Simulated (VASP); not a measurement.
A run of VASP 6.6.1:

INCAR

```
ALGO     = Normal         # electronic algorithm
EDIFF    = 1E-6           # SCF threshold, eV
ENCUT    = 520            # plane-wave cutoff, eV
GGA      = PS             # functional
ISIF     = 2              # what is computed and relaxed
ISMEAR   = 0              # smearing method
ISPIN    = 2              # spin polarisation
LASPH    = T              # aspherical terms in the spheres
LCHARG   = T              # write CHGCAR
LELF     = T              # ELF
LMAXMIX  = 4              # l up to which the mixer works
LORBIT   = 11             # projections on sites
LREAL    = F              # projectors in reciprocal space
LVHAR    = T            
LWAVE    = F              # write WAVECAR
MAGMOM   = 0 1.62 1.62 1.62 # initial moments
NBANDS   = 30             # bands
NELM     = 150            # most SCF steps
PREC     = Accurate       # precision mode
SIGMA    = 0.05           # smearing width, eV
```

Contents of KPOINTS:

```
k-points
0
Gamma
  8 8 8
```

POSCAR

```
SrCo3
1.0
    3.9102078348      0.0000000000      0.0000000000
    0.0000000000      3.9102078348      0.0000000000
    0.0000000000      0.0000000000      3.9102078348
Sr Co
1 3
Direct
    0.0000000000      0.0000000000      0.0000000000
    0.0000000000      0.5000000000      0.5000000000
    0.5000000000      0.5000000000      0.0000000000
    0.5000000000      0.0000000000      0.5000000000
```

Potentials or basis: VASP PAW PBE potentials, release 64 (Sr_sv, Co).

Run with:

```sh
$ cat potpaw_PBE.64/Sr_sv/POTCAR potpaw_PBE.64/Co/POTCAR > POTCAR
$ mpirun -np 1 vasp_std > vasp.out
```

Hardware: 1 thread of AMD EPYC 9R45 96-Core Processor (Zen 5), on a shared host.

How long does it take, and how much memory?

Run time: 86 s on 1 thread of AMD EPYC 9R45 96-Core Processor (Zen 5), on a shared host, peak memory 0.22 GiB. Counts: scf iterations 18, k points 35.
